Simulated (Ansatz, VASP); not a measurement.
RbBr in VASP and in Ansatz

```
Rb Br
1.0
     0.00000    3.49472    3.49472
     3.49472    0.00000    3.49472
     3.49472    3.49472    0.00000
Rb Br
1 1
Direct
  0.00000 0.00000 0.00000
  0.50000 0.50000 0.50000
```

Change from the starting cell: volume scaled by 1.06, crystal datasets.

Alike in both runs: task electric field gradients; functional PBEsol; k mesh 7 × 7 × 7; occupations fermi-dirac, width 0.03 eV; no spin polarisation.

|  | VASP | Ansatz |
| --- | --- | --- |
| version | VASP 6.6.1 | Ansatz 0.2.0 |
| potentials or method | VASP PAW PBE potentials, release 64 (Rb_sv, Br), cutoff 520 eV | all-electron PAW with datasets made for the crystal, scalar-relativistic |

|  | VASP | Ansatz | Ansatz less VASP |
| --- | --- | --- | --- |
| gap on the k mesh at the Fermi level (eV) | 4.08 | 4.09 | +0.002 |
| pressure (GPa) | -0.7 | -0.7 | -0.03 |

VASP's potentials were made for PBE, not for PBEsol. Ansatz ran all-electron here, and VASP with PAW potentials.
